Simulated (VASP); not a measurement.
# CsSnBr3 (Pm-3m) in VASP: notebook

Aim: see how the results for CsSnBr3 move with the level of theory and the settings. Levels: r2SCAN, HSE06. Tasks: single point.

All numbers are computed with VASP 6.6.1; they aren't measurements. Logs are shortened: lines on timing, memory, paths and dates and some standing lists are left out, and cuts for length are marked.

## 1. The cell of the first run

It takes space group Pm-3m (No. 221, cubic). Conventional cell: a = 5.841 Å, b = 5.841 Å, c = 5.841 Å, α = 90.00°, β = 90.00°, γ = 90.00°. Within 5.4 Å of Cs (site symmetry m-3m) lie 12 Br at 4.13 Å and 8 Sn at 5.06 Å. Within 3.8 Å of Sn (site symmetry m-3m) lie 6 Br at 2.92 Å. Br (site symmetry 4/mmm) has 2 Sn at 2.92 Å within 3.8 Å.

## 2. Single point, r2SCAN

POSCAR reads:

```
CsSnBr3
1.0
    5.8410917194      0.0000000000      0.0000000000
    0.0000000000      5.8410917194      0.0000000000
    0.0000000000      0.0000000000      5.8410917194
Cs Sn Br
1 1 3
Direct
    0.0000000000      0.0000000000      0.0000000000
    0.5000000000      0.5000000000      0.5000000000
    0.5000000000      0.0000000000      0.5000000000
    0.5000000000      0.5000000000      0.0000000000
    0.0000000000      0.5000000000      0.5000000000
```

INCAR.step1 reads:

```
SYSTEM = CsSnBr3
ALGO = Normal
EDIFF = 1E-5
ENCUT = 550
GGA = PE
GGA_COMPAT = .FALSE.
ISMEAR = 0
LASPH = .TRUE.
LCHARG = .FALSE.
LREAL = .FALSE.
LWAVE = .TRUE.
NBANDS = 30
NELM = 120
PREC = Accurate
SIGMA = 0.01
```

INCAR.step2 reads:

```
SYSTEM = CsSnBr3
ALGO = Normal
EDIFF = 1E-6
ENCUT = 550
GGA_COMPAT = .FALSE.
ISIF = 2
ISMEAR = 0
ISTART = 1
LASPH = .TRUE.
LCHARG = .FALSE.
LMIXTAU = .TRUE.
LREAL = .FALSE.
LWAVE = .FALSE.
METAGGA = R2SCAN
NBANDS = 30
NELM = 120
PREC = Accurate
SIGMA = 0.01
```

KPOINTS reads:

```
k-points
0
G
  4 4 4
  0 0 0
```

Potentials or basis: VASP PAW PBE potentials, release 64 (Cs_sv, Sn_d, Br).

Command:

```sh
$ cat potpaw_PBE.64/Cs_sv/POTCAR potpaw_PBE.64/Sn_d/POTCAR potpaw_PBE.64/Br/POTCAR > POTCAR
$ cp INCAR.step1 INCAR
$ mpirun -np 1 vasp_std > vasp.out
$ cp INCAR.step2 INCAR
$ mpirun -np 1 vasp_std > vasp.out
```

OUTCAR:

```text
SYSTEM = CsSnBr3
   EDIFF = 1E-6
   ENCUT = 550
   ISIF = 2
   ISMEAR = 0
   ISTART = 1
   LASPH = .TRUE.
   LREAL = .FALSE.
   METAGGA = R2SCAN
   NELM = 120
   PREC = Accurate

 ion  position               nearest neighbor table
   1  0.000  0.000  0.000-
   2  0.500  0.500  0.500-   3 2.92   4 2.92   5 2.92   4 2.92   3 2.92   5 2.92
   3  0.500  0.000  0.500-   2 2.92   2 2.92
   4  0.500  0.500  0.000-   2 2.92   2 2.92
   5  0.000  0.500  0.500-   2 2.92   2 2.92

  LATTYP: Found a simple cubic cell.
 ALAT       =     5.8410917194

  Lattice vectors:

 A1 = (   5.8410917194,   0.0000000000,   0.0000000000)
 A2 = (   0.0000000000,   5.8410917194,   0.0000000000)
 A3 = (   0.0000000000,   0.0000000000,   5.8410917194)

Analysis of symmetry for initial positions (statically):
=====================================================================
 Subroutine PRICEL returns:
 Original cell was already a primitive cell.

 Routine SETGRP: Setting up the symmetry group for a
 simple cubic supercell.

 Subroutine GETGRP returns: Found 48 space group operations
 (whereof 48 operations were pure point group operations)
 out of a pool of 48 trial point group operations.

The static configuration has the point symmetry O_h .

Analysis of symmetry for dynamics (positions and initial velocities):
=====================================================================
 Subroutine PRICEL returns:
 Original cell was already a primitive cell.

 Routine SETGRP: Setting up the symmetry group for a
 simple cubic supercell.

 Subroutine GETGRP returns: Found 48 space group operations
 (whereof 48 operations were pure point group operations)
 out of a pool of 48 trial point group operations.

The dynamic configuration has the point symmetry O_h .

 Subroutine INISYM returns: Found 48 space group operations
 (whereof 48 operations are pure point group operations),
 and found     1 'primitive' translations

----------------------------------------------------------------------------------------

                                     Primitive cell

  volume of cell :     199.2884

  direct lattice vectors                    reciprocal lattice vectors
     5.841091719  0.000000000  0.000000000     0.171200873  0.000000000  0.000000000
     0.000000000  5.841091719  0.000000000     0.000000000  0.171200873  0.000000000
     0.000000000  0.000000000  5.841091719     0.000000000  0.000000000  0.171200873

  length of vectors
     5.841091719  5.841091719  5.841091719     0.171200873  0.171200873  0.171200873

  position of ions in fractional coordinates (direct lattice)
     0.000000000  0.000000000  0.000000000
     0.500000000  0.500000000  0.500000000
     0.500000000  0.000000000  0.500000000
     0.500000000  0.500000000  0.000000000
     0.000000000  0.500000000  0.500000000

  ion indices of the primitive-cell ions
   primitive index   ion index
                 1           1
                 2           2
                 3           3
                 4           4
                 5           5

----------------------------------------------------------------------------------------

 KPOINTS: k-points

Automatic generation of k-mesh.
 Grid dimensions read from file:
 generate k-points for:    4    4    4

 Generating k-lattice:

  Cartesian coordinates                     Fractional coordinates (reciprocal lattice)
     0.042800218  0.000000000  0.000000000     0.250000000  0.000000000  0.000000000
     0.000000000  0.042800218  0.000000000     0.000000000  0.250000000  0.000000000
     0.000000000  0.000000000  0.042800218     0.000000000  0.000000000  0.250000000

  Length of vectors
     0.042800218  0.042800218  0.042800218

  Shift w.r.t. Gamma in fractional coordinates (k-lattice)
     0.000000000  0.000000000  0.000000000

 Subroutine IBZKPT returns following result:
 ===========================================

 Found     10 irreducible k-points:

 Following reciprocal coordinates:
            Coordinates               Weight
  0.000000  0.000000  0.000000      1.000000
  0.250000  0.000000  0.000000      6.000000
  0.500000  0.000000  0.000000      3.000000
  0.250000  0.250000  0.000000     12.000000
  0.500000  0.250000  0.000000     12.000000
  0.500000  0.500000  0.000000      3.000000
  0.250000  0.250000  0.250000      8.000000
  0.500000  0.250000  0.250000     12.000000
  0.500000  0.500000  0.250000      6.000000
  0.500000  0.500000  0.500000      1.000000
   k-points           NKPTS =     10   k-points in BZ     NKDIM =     10   number of bands    NBANDS=     30
   number of dos      NEDOS =    301   number of ions     NIONS =      5
   total plane-waves  NPLWV = 110592
   dimension x,y,z NGX =    48 NGY =   48 NGZ =   48
   dimension x,y,z NGXF=    96 NGYF=   96 NGZF=   96
   ions per type =               1   1   3
   NGX,Y,Z   is equivalent  to a cutoff of  13.66, 13.66, 13.66 a.u.
   NGXF,Y,Z  is equivalent  to a cutoff of  27.32, 27.32, 27.32 a.u.
 SYSTEM =  CsSnBr3
   PREC   = accura    normal or accurate (medium, high low for compatibility)
   ISTART =      1    job   : 0-new  1-cont  2-samecut
   ICHARG =      0    charge: 1-file 2-atom 10-const
   ISPIN  =      1    spin polarized calculation?
   LNONCOLLINEAR =      F non collinear calculations
   LSORBIT =      F    spin-orbit coupling
   LASPH  =      T    aspherical Exc in radial PAW
   ENCUT  =  550.0 eV  40.42 Ry    6.36 a.u.  11.17 11.17 11.17*2*pi/ulx,y,z
   NELM   =    120;   NELMIN=  2; NELMDL=  0     # of ELM steps
   EDIFF  = 0.1E-05   stopping-criterion for ELM
   LREAL  =      F    real-space projection
   EDIFFG = 0.1E-04   stopping-criterion for IOM
   NSW    =      0    number of steps for IOM
   IBRION =     -1    ionic relax: 0-MD 1-quasi-New 2-CG
   NFREE  =      0    steps in history (QN), initial steepest desc. (CG)
   ISIF   =      2    stress and relaxation
   ISYM   =      2    0-nonsym 1-usesym 2-fastsym
   POTIM  = 0.5000    time-step for ionic-motion
   TEBEG  =    0.0;   TEEND  =   0.0 temperature during run
   PSTRESS=    0.0 pullay stress
   NELECT =      44.0000    total number of electrons
   NUPDOWN=      -1.0000    fix difference up-down
   EMIN   =  10.00;   EMAX   =-10.00  energy-range for DOS
   EFERMI =   0.00;   METHOD = LEGACY
   ISMEAR =     0;   SIGMA  =   0.01  broadening in eV -4-tet -1-fermi 0-gaus
   EFERMI_NEDOS =   21; number of points for ismear=-14 and -15
   IALGO  =     38    algorithm
   IMIX   =      4    mixing-type and parameters
     AMIX     =   0.40;   BMIX     =  1.00
     AMIX_MAG =   1.60;   BMIX_MAG =  1.00
  volume/ion in A,a.u.               =      39.86       268.97
  Fermi-wavevector in a.u.,A,eV,Ry     =   0.989460  1.869809 13.320534  0.979032
  Thomas-Fermi vector in A             =   2.121061
   LORBIT       =      0    0 simple, 1 ext, 2 COOP (PROOUT), +10 PAW based schemes
   METAGGA = R2SCAN    functional components
   LHFCALC =     F    Hartree Fock is set to
   AEXX    =    0.0000 exact exchange contribution
   IVDW    =     0    specifies the selected vdW correction
   LEPSILON=     F    determine dielectric tensor
   LRPA    =     F    only Hartree local field effects (RPA)
 non-spin polarized calculation
 Gauss-broadening in eV      SIGMA  =   0.01
  energy-cutoff  :      550.00
  volume of cell :      199.29
 maximum number of plane-waves:      5904
 NGX is ok and might be reduce to    48
   NGX = 23   NGY = 23   NGZ = 23

 number of electron      44.0000007 magnetization

 Free energy of the ion-electron system (eV)
  ---------------------------------------------------
  ext. energy  EPLUGINS =         0.00000000
  ---------------------------------------------------
  free energy    TOTEN  =       -96.27857436 eV

  energy without entropy =      -96.27857436  energy(sigma->0) =      -96.27857436

 E-fermi :   2.1030     XC(G=0):  -8.0668

 val. band max:        2.0603383448   @ k =   0.5000   0.5000   0.5000
 cond. band min:       2.7484394520   @ k =   0.5000   0.5000   0.5000
 fundamental gap:      0.6881011072
 Fermi energy:         2.1029545310

 k-point     1 :       0.0000    0.0000    0.0000
  band No.  band energies     occupation
      1     -20.9775      2.00000
      2     -20.9410      2.00000
      3     -20.9410      2.00000
      4     -20.9066      2.00000
      5     -20.9066      2.00000
      6     -20.9066      2.00000
[... 22 lines left out ...]
     29       7.2843      0.00000
     30       7.2843      0.00000

 k-point     2 :       0.2500    0.0000    0.0000
  band No.  band energies     occupation
      1     -20.9768      2.00000
      2     -20.9410      2.00000
      3     -20.9376      2.00000
      4     -20.9067      2.00000
      5     -20.9067      2.00000
      6     -20.9066      2.00000
[... 22 lines left out ...]
     29       6.5990      0.00000
     30       7.3539      0.00000

 k-point     3 :       0.5000    0.0000    0.0000
  band No.  band energies     occupation
      1     -20.9762      2.00000
      2     -20.9410      2.00000
      3     -20.9342      2.00000
      4     -20.9068      2.00000
      5     -20.9068      2.00000
      6     -20.9066      2.00000
[... 22 lines left out ...]
     29       7.0267      0.00000
     30       7.5746      0.00000

 k-point     4 :       0.2500    0.2500    0.0000
  band No.  band energies     occupation
      1     -20.9763      2.00000
      2     -20.9393      2.00000
      3     -20.9359      2.00000
      4     -20.9068      2.00000
      5     -20.9067      2.00000
      6     -20.9067      2.00000
[... 154 lines left out ...]
     29       7.3565      0.00000
     30       7.4461      0.00000

 k-point     9 :       0.5000    0.5000    0.2500
  band No.  band energies     occupation
      1     -20.9748      2.00000
      2     -20.9342      2.00000
      3     -20.9307      2.00000
      4     -20.9069      2.00000
      5     -20.9069      2.00000
      6     -20.9069      2.00000
[... 22 lines left out ...]
     29       7.0280      0.00000
     30       7.5705      0.00000

 k-point    10 :       0.5000    0.5000    0.5000
  band No.  band energies     occupation
      1     -20.9742      2.00000
      2     -20.9307      2.00000
      3     -20.9307      2.00000
      4     -20.9070      2.00000
      5     -20.9070      2.00000
      6     -20.9070      2.00000
[... 22 lines left out ...]
     29       6.7409      0.00000
     30       8.0484      0.00000

------------------------ aborting loop because EDIFF is reached ----------------------------------------

  FORCE on cell =-STRESS in cart. coord.  units (eV):
  Direction    XX          YY          ZZ          XY          YZ          ZX
  --------------------------------------------------------------------------------------
  -------------------------------------------------------------------------------------
  Total        0.0223194      0.0223194      0.0223194     -0.0000000     -0.0000000      0.0000000
  in kB        0.1794369      0.1794369      0.1794369     -0.0000000     -0.0000000      0.0000000
  external PRESSURE =       0.1794369 kB  Pullay stress =       0.0000000 kB

 VOLUME and BASIS-vectors are now :
 -----------------------------------------------------------------------------
  energy-cutoff  :      550.00
  volume of cell :      199.29
      direct lattice vectors                 reciprocal lattice vectors
     5.841091719  0.000000000  0.000000000     0.171200873  0.000000000  0.000000000
     0.000000000  5.841091719  0.000000000     0.000000000  0.171200873  0.000000000
     0.000000000  0.000000000  5.841091719     0.000000000  0.000000000  0.171200873

 POSITION                                       TOTAL-FORCE (eV/Angst)
 -----------------------------------------------------------------------------------
      0.00000      0.00000      0.00000         0.000000      0.000000      0.000000
      2.92055      2.92055      2.92055         0.000000      0.000000      0.000000
      2.92055      0.00000      2.92055         0.000000      0.000000      0.000000
      2.92055      2.92055      0.00000         0.000000      0.000000      0.000000
      0.00000      2.92055      2.92055         0.000000      0.000000      0.000000
 -----------------------------------------------------------------------------------
    total drift:                                0.000000     -0.000000     -0.000000

  FREE ENERGIE OF THE ION-ELECTRON SYSTEM (eV)
  ---------------------------------------------------
  free  energy   TOTEN  =       -96.2785743611 eV

  energy  without entropy=      -96.2785743611  energy(sigma->0) =      -96.27857436
```

Wall time 2.3 min (1 thread of Intel Xeon Platinum 8488C (Sapphire Rapids), shared host); peak memory 0.39 GiB.

Results:

* Free energy: -96.2786 eV
* Pressure: 0.0 GPa
* Band gap on the k mesh: 0.69 eV

Levels at points of the mesh, in eV from the valence-band top:
| k point | band 18 | band 19 | band 20 | band 21 | band 22 | band 23 | band 24 | band 25 | band 26 | band 27 |
| --- | --- | --- | --- | --- | --- | --- | --- | --- | --- | --- |
| (0.00, 0.00, 0.00) | -3.29 | -3.29 | -3.16 | -3.16 | -3.16 | 2.60 | 3.52 | 3.52 | 4.25 | 4.25 |
| (0.50, 0.00, 0.00) | -3.46 | -3.42 | -3.28 | -3.28 | -2.14 | 1.66 | 4.02 | 4.58 | 4.61 | 4.63 |
| (0.50, 0.50, 0.00) | -3.58 | -3.54 | -3.54 | -2.80 | -1.04 | 1.20 | 1.20 | 4.19 | 4.77 | 5.19 |
| (0.50, 0.50, 0.50) | -3.60 | -2.79 | -2.79 | -2.79 | 0.00 | 0.69 | 0.69 | 0.69 | 4.16 | 4.68 |

Caveat: the PAW data sets were made with another functional, which shifts forces and pressure a little; spin-orbit coupling is left out, which moves the levels of the heavy elements.

## 3. Single point, HSE06

POSCAR is that of step 2.

INCAR.step1 reads:

```
SYSTEM = CsSnBr3
  PREC = Accurate
  ENCUT = 400
  EDIFF = 1E-5
  ISMEAR = 0
  SIGMA = 0.01
  LREAL = .False.
  LASPH = .True.
  NELM = 120
  ALGO = Normal
  ISIF = 2
  LWAVE = .True.
  LCHARG = .False.
  NBANDS = 30
  GGA = PE
  GGA_COMPAT = .False.
```

INCAR.step2 reads:

```
SYSTEM = CsSnBr3
  PREC = Accurate
  ENCUT = 400
  EDIFF = 1E-6
  ISMEAR = 0
  SIGMA = 0.01
  LREAL = .False.
  LASPH = .True.
  NELM = 120
  ALGO = Normal
  ISIF = 2
  LWAVE = .False.
  LCHARG = .False.
  GGA = PE
  LHFCALC = .True.
  HFSCREEN = 0.2079
  PRECFOCK = Normal
  NBANDS = 30
  ISTART = 1
  GGA_COMPAT = .False.
```

KPOINTS reads:

```
regular mesh
0
Gamma
  2 2 2
  0 0 0
```

Potentials or basis: VASP PAW PBE potentials, release 64 (Cs_sv, Sn_d, Br).

Command:

```sh
$ cat potpaw_PBE.64/Cs_sv/POTCAR potpaw_PBE.64/Sn_d/POTCAR potpaw_PBE.64/Br/POTCAR > POTCAR
$ cp INCAR.step1 INCAR
$ mpirun -np 1 vasp_std > vasp.out
$ cp INCAR.step2 INCAR
$ mpirun -np 1 vasp_std > vasp.out
```

It took 4.2 min on 1 thread of Intel Xeon Platinum 8488C (Sapphire Rapids), shared host; peak memory 0.36 GiB.

Results (log left out):

- Free energy: -18.0404 eV
- Pressure: 1.7 GPa
- Band gap on the k mesh: 1.08 eV

Levels at points of the mesh, in eV from the valence-band top:
| k point | band 18 | band 19 | band 20 | band 21 | band 22 | band 23 | band 24 | band 25 | band 26 | band 27 |
| --- | --- | --- | --- | --- | --- | --- | --- | --- | --- | --- |
| (0.00, 0.00, 0.00) | -3.41 | -3.41 | -3.25 | -3.25 | -3.25 | 2.96 | 4.02 | 4.02 | 4.68 | 4.68 |
| (0.50, 0.00, 0.00) | -3.59 | -3.54 | -3.38 | -3.38 | -2.20 | 2.11 | 4.45 | 5.05 | 5.12 | 5.17 |
| (0.50, 0.50, 0.00) | -3.70 | -3.68 | -3.68 | -2.88 | -1.07 | 1.63 | 1.63 | 4.71 | 5.24 | 5.66 |
| (0.50, 0.50, 0.50) | -3.69 | -2.86 | -2.86 | -2.86 | 0.00 | 1.08 | 1.08 | 1.08 | 4.48 | 5.16 |

Caveat: the k points lie up to 0.54 Å⁻¹ apart; the PAW data sets were made with another functional, which shifts forces and pressure a little; spin-orbit coupling is left out, which moves the levels of the heavy elements. A k mesh can miss the band edges.
